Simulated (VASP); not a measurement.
# CuO (P1) in VASP: a series of runs

Runs on CuO. Level: PBEsol. Tasks: single point.

Program: VASP 6.6.1. These are calculated values, not measurements. Logs are shortened: lines on timing, memory, paths and dates and some standing lists are left out, and cuts for length are marked.

### 1 The cell of the first run

The typed cell holds 4 atoms: a = 2.976 Å, b = 2.908 Å, c = 5.180 Å, α = 90.89°, β = 88.87°, γ = 95.54°.

### 2 Single point, PBEsol (atoms moved at random and the cell strained at random)

INCAR

```
SYSTEM = CuO
ALGO = Normal ; EDIFF = 1E-6
ENCUT = 520 ; GGA = PS
ISIF = 2 ; ISMEAR = 0
LASPH = .True. ; LCHARG = .False.
LREAL = .False. ; LWAVE = .False.
NBANDS = 25 ; NELM = 80
PREC = Accurate ; SIGMA = 0.1
```

KPOINTS

```
k-points
0
Gamma
  10 10 6
  0 0 0
```

POSCAR

```
CuO
1.0
    2.0020983537     -2.2010098272      0.0291588292
    1.9521302856      2.1548140925     -0.0225834655
    0.0085139745     -0.0619394827      5.1796991639
Cu O
2 2
Direct
   -0.0032510948      0.5415648415      0.0656106232
    0.5210979807     -0.0290031121      0.4987049539
    0.5006637234      0.4714371442      0.2477522482
    0.5178831113      0.5129565847      0.7234576730
```

Potentials or basis: VASP PAW PBE potentials, release 64 (Cu, O).

Command:

```console
$ cat potpaw_PBE.64/Cu/POTCAR potpaw_PBE.64/O/POTCAR > POTCAR
$ mpirun -np 1 vasp_std > vasp.out
```

OUTCAR:

```text
SYSTEM = CuO
   EDIFF = 1E-6
   ENCUT = 520
   GGA = PS
   ISIF = 2
   ISMEAR = 0
   LASPH = .True.
   LREAL = .False.
   NELM = 80
   PREC = Accurate

 ion  position               nearest neighbor table
   1  0.997  0.542  0.066-   3 1.73   3 1.82   4 2.29   4 2.34
   2  0.521  0.971  0.499-   4 1.78   3 1.93   4 1.95   3 1.97
   3  0.501  0.471  0.248-   1 1.73   1 1.82   2 1.93   2 1.97
   4  0.518  0.513  0.723-   2 1.78   2 1.95   1 2.29   1 2.34

  LATTYP: Found a triclinic cell.
 ALAT       =    10.0296444141
 B/A-ratio  =     0.6850615298
 C/A-ratio  =     1.2047803680
 COS(alpha) =     0.0002605365
 COS(beta)  =     0.5704201610
 COS(gamma) =     0.8197538657

  Lattice vectors:

 A1 = (   0.0914221617,  -8.6497083567,  -5.0762145745)
 A2 = (   2.0520664218,  -6.5568337469,   0.0809011239)
 A3 = (  -5.9233868739,  -1.9847393924, -10.3433902260)

Analysis of symmetry for initial positions (statically):
=====================================================================
 Subroutine PRICEL returns:
 Original cell was already a primitive cell.

 Routine SETGRP: Setting up the symmetry group for a
 triclinic supercell.

 Subroutine GETGRP returns: Found  1 space group operations
 (whereof  1 operations were pure point group operations)
 out of a pool of  2 trial point group operations.

The static configuration has the point symmetry C_1 .

Analysis of symmetry for dynamics (positions and initial velocities):
=====================================================================
 Subroutine PRICEL returns:
 Original cell was already a primitive cell.

 Routine SETGRP: Setting up the symmetry group for a
 triclinic supercell.

 Subroutine GETGRP returns: Found  1 space group operations
 (whereof  1 operations were pure point group operations)
 out of a pool of  2 trial point group operations.

The dynamic configuration has the point symmetry C_1 .

 Subroutine INISYM returns: Found  1 space group operations
 (whereof  1 operations are pure point group operations),
 and found     1 'primitive' translations

----------------------------------------------------------------------------------------

                                     Primitive cell

  volume of cell :      44.5950

  direct lattice vectors                    reciprocal lattice vectors
     2.002098354 -2.201009827  0.029158829     0.250250053 -0.226744030 -0.003122774
     1.952130286  2.154814093 -0.022583466     0.255606550  0.232537937  0.002360572
     0.008513975 -0.061939483  5.179699164    -0.000294325  0.002290307  0.193089277

  length of vectors
     2.975515470  2.907670277  5.180076487     0.337709484  0.345563558  0.193103084

  position of ions in fractional coordinates (direct lattice)
     0.996748905  0.541564841  0.065610623
     0.521097981  0.970996888  0.498704954
     0.500663723  0.471437144  0.247752248
     0.517883111  0.512956585  0.723457673

  ion indices of the primitive-cell ions
   primitive index   ion index
                 1           1
                 2           2
                 3           3
                 4           4

----------------------------------------------------------------------------------------

 KPOINTS: k-points

Automatic generation of k-mesh.
 Grid dimensions read from file:
 generate k-points for:   10   10    6

 Generating k-lattice:

  Cartesian coordinates                     Fractional coordinates (reciprocal lattice)
     0.025025005 -0.022674403 -0.000312277     0.100000000  0.000000000  0.000000000
     0.025560655  0.023253794  0.000236057     0.000000000  0.100000000  0.000000000
    -0.000049054  0.000381718  0.032181546    -0.000000000  0.000000000  0.166666667

  Length of vectors
     0.033770948  0.034556356  0.032183847

  Shift w.r.t. Gamma in fractional coordinates (k-lattice)
     0.000000000  0.000000000  0.000000000

 Subroutine IBZKPT returns following result:
 ===========================================

 Found    304 irreducible k-points:

 Following reciprocal coordinates:
            Coordinates               Weight
  0.000000  0.000000  0.000000      1.000000
  0.100000 -0.000000  0.000000      2.000000
  0.200000 -0.000000  0.000000      2.000000
  0.300000 -0.000000  0.000000      2.000000
  0.400000 -0.000000 -0.000000      2.000000
  0.500000 -0.000000  0.000000      1.000000
[... 16 lines left out ...]
 -0.400000  0.200000  0.000000      2.000000
 -0.300000  0.200000  0.000000      2.000000
 [... further k-points ...]
   k-points           NKPTS =    304   k-points in BZ     NKDIM =    304   number of bands    NBANDS=     25
   number of dos      NEDOS =    301   number of ions     NIONS =      4
   total plane-waves  NPLWV =  23040
   dimension x,y,z NGX =    24 NGY =   24 NGZ =   40
   dimension x,y,z NGXF=    48 NGYF=   48 NGZF=   80
   ions per type =               2   2
   NGX,Y,Z   is equivalent  to a cutoff of  13.41, 13.72, 12.84 a.u.
   NGXF,Y,Z  is equivalent  to a cutoff of  26.82, 27.44, 25.67 a.u.
 SYSTEM =  CuO
   PREC   = accura    normal or accurate (medium, high low for compatibility)
   ISTART =      0    job   : 0-new  1-cont  2-samecut
   ICHARG =      2    charge: 1-file 2-atom 10-const
   ISPIN  =      1    spin polarized calculation?
   LNONCOLLINEAR =      F non collinear calculations
   LSORBIT =      F    spin-orbit coupling
   LASPH  =      T    aspherical Exc in radial PAW
   ENCUT  =  520.0 eV  38.22 Ry    6.18 a.u.   5.53  5.41  9.63*2*pi/ulx,y,z
   NELM   =     80;   NELMIN=  2; NELMDL= -5     # of ELM steps
   EDIFF  = 0.1E-05   stopping-criterion for ELM
   LREAL  =      F    real-space projection
   EDIFFG = 0.1E-04   stopping-criterion for IOM
   NSW    =      0    number of steps for IOM
   IBRION =     -1    ionic relax: 0-MD 1-quasi-New 2-CG
   NFREE  =      0    steps in history (QN), initial steepest desc. (CG)
   ISIF   =      2    stress and relaxation
   ISYM   =      2    0-nonsym 1-usesym 2-fastsym
   POTIM  = 0.5000    time-step for ionic-motion
   TEBEG  =    0.0;   TEEND  =   0.0 temperature during run
   PSTRESS=    0.0 pullay stress
   NELECT =      34.0000    total number of electrons
   NUPDOWN=      -1.0000    fix difference up-down
   EMIN   =  10.00;   EMAX   =-10.00  energy-range for DOS
   EFERMI =   0.00;   METHOD = LEGACY
   ISMEAR =     0;   SIGMA  =   0.10  broadening in eV -4-tet -1-fermi 0-gaus
   EFERMI_NEDOS =   21; number of points for ismear=-14 and -15
   IALGO  =     38    algorithm
   IMIX   =      4    mixing-type and parameters
     AMIX     =   0.40;   BMIX     =  1.00
     AMIX_MAG =   1.60;   BMIX_MAG =  1.00
  volume/ion in A,a.u.               =      11.15        75.24
  Fermi-wavevector in a.u.,A,eV,Ry     =   1.495567  2.826212 30.432435  2.236721
  Thomas-Fermi vector in A             =   2.607695
   LORBIT       =      0    0 simple, 1 ext, 2 COOP (PROOUT), +10 PAW based schemes
   GGA     = PS    functional components
   LHFCALC =     F    Hartree Fock is set to
   AEXX    =    0.0000 exact exchange contribution
   IVDW    =     0    specifies the selected vdW correction
   LEPSILON=     F    determine dielectric tensor
   LRPA    =     F    only Hartree local field effects (RPA)
 non-spin polarized calculation
 Gauss-broadening in eV      SIGMA  =   0.10
  energy-cutoff  :      520.00
  volume of cell :       44.59
 maximum number of plane-waves:      1217
 NGX is ok and might be reduce to    24
   NGX = 11   NGY = 11   NGZ = 19

 number of electron      34.0000008 magnetization

 Free energy of the ion-electron system (eV)
  ---------------------------------------------------
  ext. energy  EPLUGINS =         0.00000000
  ---------------------------------------------------
  free energy    TOTEN  =       -20.44707914 eV

  energy without entropy =      -20.43471413  energy(sigma->0) =      -20.44089663

 E-fermi :   4.5929     XC(G=0): -11.5270

 val. band max:        4.5908294061   @ k =  -0.3000  -0.4000   0.3333
 cond. band min:       4.5942585158   @ k =  -0.1000   0.5000   0.3333
 fundamental gap:      0.0034291097
 Fermi energy:         4.5929345240

 k-point     1 :       0.0000    0.0000    0.0000
  band No.  band energies     occupation
      1     -15.6906      2.00000
      2     -13.4785      2.00000
      3      -3.6284      2.00000
      4      -1.8882      2.00000
      5      -1.3690      2.00000
      6       0.1785      2.00000
[... 17 lines left out ...]
     24      19.3028      0.00000
     25      19.5468      0.00000

 k-point     2 :       0.1000   -0.0000    0.0000
  band No.  band energies     occupation
      1     -15.6489      2.00000
      2     -13.4532      2.00000
      3      -3.5403      2.00000
      4      -1.9894      2.00000
      5      -1.3647      2.00000
      6       0.2189      2.00000
[... 17 lines left out ...]
     24      19.1532      0.00000
     25      19.4570      0.00000

 k-point     3 :       0.2000   -0.0000    0.0000
  band No.  band energies     occupation
      1     -15.5377      2.00000
      2     -13.3857      2.00000
      3      -3.3016      2.00000
      4      -2.2553      2.00000
      5      -1.3477      2.00000
      6       0.2132      2.00000
[... 17 lines left out ...]
     24      19.3102      0.00000
     25      19.4331      0.00000

 k-point     4 :       0.3000   -0.0000    0.0000
  band No.  band energies     occupation
      1     -15.3958      2.00000
      2     -13.2987      2.00000
      3      -2.9998      2.00000
      4      -2.5802      2.00000
      5      -1.3223      2.00000
      6      -0.1103      2.00000
[... 17 lines left out ...]
     24      18.6448      0.00000
     25      19.6383      0.00000

 k-point     5 :       0.4000   -0.0000   -0.0000
  band No.  band energies     occupation
      1     -15.2774      2.00000
      2     -13.2253      2.00000
      3      -2.9515      2.00000
      4      -2.6426      2.00000
      5      -1.2999      2.00000
      6      -0.4106      2.00000
[... 17 lines left out ...]
     24      17.5059      0.00000
     25      19.6046      0.00000

 k-point     6 :       0.5000   -0.0000    0.0000
  band No.  band energies     occupation
      1     -15.2313      2.00000
      2     -13.1964      2.00000
      3      -3.0471      2.00000
      4      -2.5516      2.00000
      5      -1.2907      2.00000
      6      -0.5163      2.00000
[... 17 lines left out ...]
     24      16.8723      0.00000
     25      19.5542      0.00000
[... 393 lines left out ...]
 k-point    21 :       0.4000    0.2000   -0.0000
  band No.  band energies     occupation
      1     -15.1168      2.00000
      2     -13.1436      2.00000
      3      -2.7799      2.00000
      4      -2.3160      2.00000
      5      -1.4589      2.00000
      6      -0.6434      2.00000
[... 17 lines left out ...]
     24      16.7939      0.00000
     25      18.4620      0.00000

 k-point    22 :       0.5000    0.2000    0.0000
  band No.  band energies     occupation
      1     -15.0817      2.00000
      2     -13.1215      2.00000
      3      -2.8571      2.00000
      4      -2.2180      2.00000
      5      -1.4079      2.00000
      6      -0.6258      2.00000
[... 17 lines left out ...]
     24      17.3401      0.00000
     25      18.0413      0.00000

 k-point    23 :      -0.4000    0.2000    0.0000
  band No.  band energies     occupation
      1     -15.1321      2.00000
      2     -13.1547      2.00000
      3      -2.7421      2.00000
      4      -2.3361      2.00000
      5      -1.3985      2.00000
      6      -0.6096      2.00000
[... 17 lines left out ...]
     24      17.5642      0.00000
     25      18.5988      0.00000

 k-point    24 :      -0.3000    0.2000    0.0000
  band No.  band energies     occupation
      1     -15.2465      2.00000
      2     -13.2281      2.00000
      3      -2.6933      2.00000
      4      -2.4091      2.00000
      5      -1.4249      2.00000
      6      -0.6207      2.00000
[... 17 lines left out ...]
     24      17.3626      0.00000
     25      19.5104      0.00000

 [... further k-points ...]
[... 5 lines left out ...]
  --------------------------------------------------------------------------------------
  -------------------------------------------------------------------------------------
  Total        1.8705037      1.3590351      0.6297217     -2.1113962     -0.3164510     -1.7290973
  in kB       67.2021876     48.8264913     22.6242142    -75.8568116    -11.3692356    -62.1218375
  external PRESSURE =      46.2176310 kB  Pullay stress =       0.0000000 kB

 VOLUME and BASIS-vectors are now :
 -----------------------------------------------------------------------------
  energy-cutoff  :      520.00
  volume of cell :       44.59
      direct lattice vectors                 reciprocal lattice vectors
     2.002098354 -2.201009827  0.029158829     0.250250053 -0.226744030 -0.003122774
     1.952130286  2.154814093 -0.022583466     0.255606550  0.232537937  0.002360572
     0.008513975 -0.061939483  5.179699164    -0.000294325  0.002290307  0.193089277

 POSITION                                       TOTAL-FORCE (eV/Angst)
 -----------------------------------------------------------------------------------
      3.05335     -1.03095      0.35668         0.741009     -0.980704     -3.741567
      2.94305      0.91449      2.57641         0.830199      1.272681     -0.196454
      1.92479     -0.10145      1.28723        -0.952167      0.498851      2.018137
      2.04437     -0.07935      3.75081        -0.619041     -0.790828      1.919883
 -----------------------------------------------------------------------------------
    total drift:                               -0.000386     -0.000266     -0.000210

  FREE ENERGIE OF THE ION-ELECTRON SYSTEM (eV)
  ---------------------------------------------------
  free  energy   TOTEN  =       -20.4470791369 eV

  energy  without entropy=      -20.4347141269  energy(sigma->0) =      -20.44089663
```

Run time: 4.8 min. Hardware: 1 thread of Intel Xeon Platinum 8488C (Sapphire Rapids), shared host; peak memory 0.38 GiB.

Results:

- Free energy: -20.4471 eV
- Pressure: 4.6 GPa
- Largest force: 3.938 eV/Å
- Band gap on the k mesh: zero (bands 17 and 18 overlap by 0.90 eV)

Forces on the atoms (eV/Å):
```
Cu   0.741 -0.981 -3.742
Cu   0.830  1.273 -0.196
O   -0.952  0.499  2.018
O   -0.619 -0.791  1.920
```

Caveat: the cell differs from its parent crystal (atoms moved at random and the cell strained at random); the cell stands under pressure; the PAW data sets were made with another functional, which shifts forces and pressure a little; semilocal functionals often make such compounds metallic where correlation or magnetic order opens a gap, which also shifts bond lengths.

### 3 Single point, PBEsol

INCAR

```
ALGO = Normal ; EDIFF = 1E-7
ENCUT = 520 ; GGA = PS
ISIF = 2 ; ISMEAR = 0
LASPH = T ; LCHARG = F
LREAL = F ; LWAVE = F
NBANDS = 25 ; NELM = 100
PREC = Accurate ; SIGMA = 0.1
```

KPOINTS

```
k-points
0
Gamma
  10 10 6
```

POSCAR is that of step 2.

Potentials or basis: VASP PAW PBE potentials, release 64 (Cu, O).

Command:

```console
$ cat potpaw_PBE.64/Cu/POTCAR potpaw_PBE.64/O/POTCAR > POTCAR
$ mpirun -np 1 vasp_std > vasp.out
```

Wall time 4.9 min (1 thread of Intel Xeon Platinum 8488C (Sapphire Rapids), shared host); peak memory 0.38 GiB.

Results (log left out):

| Property | Result |
| --- | --- |
| Free energy | -20.4471 eV |
| Pressure | 4.6 GPa |
| Largest force | 3.938 eV/Å |
| Band gap on the k mesh | zero (bands 17 and 18 overlap by 0.90 eV) |

Forces on the atoms (eV/Å):
```
Cu   0.741 -0.981 -3.741
Cu   0.830  1.273 -0.197
O   -0.952  0.499  2.016
O   -0.619 -0.791  1.922
```

Stress tensor (GPa, compression positive):
```
 6.73 -7.58 -6.21
-7.58  4.89 -1.14
-6.21 -1.14  2.28
```

Levels at points of the mesh, in eV from the Fermi level:
```
           k point  band 15  band 16  band 17  band 18  band 19  band 20
(0.00, 0.00, 0.00)    -1.76    -0.92     0.53     0.81     1.38     6.06
(0.50, 0.00, 0.00)    -1.48    -1.46    -0.42     0.77     3.63     5.47
(0.00, 0.50, 0.00)    -1.45    -0.84     0.40     0.56     3.97     6.06
(0.50, 0.50, 0.00)    -1.78    -1.30    -1.13     0.58     2.12     7.31
(0.00, 0.00, 0.50)    -1.42    -1.10     0.05     0.43     3.20     3.73
(0.50, 0.00, 0.50)    -2.03    -1.72    -0.59     0.86     4.64     5.25
(0.00, 0.50, 0.50)    -1.71    -1.27    -0.12     0.61     4.27     6.23
(0.50, 0.50, 0.50)    -1.49    -1.40    -1.29    -0.18     3.24     4.88
```

Caveat: the cell stands under pressure; the PAW data sets were made with another functional, which shifts forces and pressure a little; semilocal functionals often make such compounds metallic where correlation or magnetic order opens a gap, which also shifts bond lengths. With open d or f shells a metallic result of PBEsol can be an artefact of self-interaction; +U or a hybrid may open a gap.
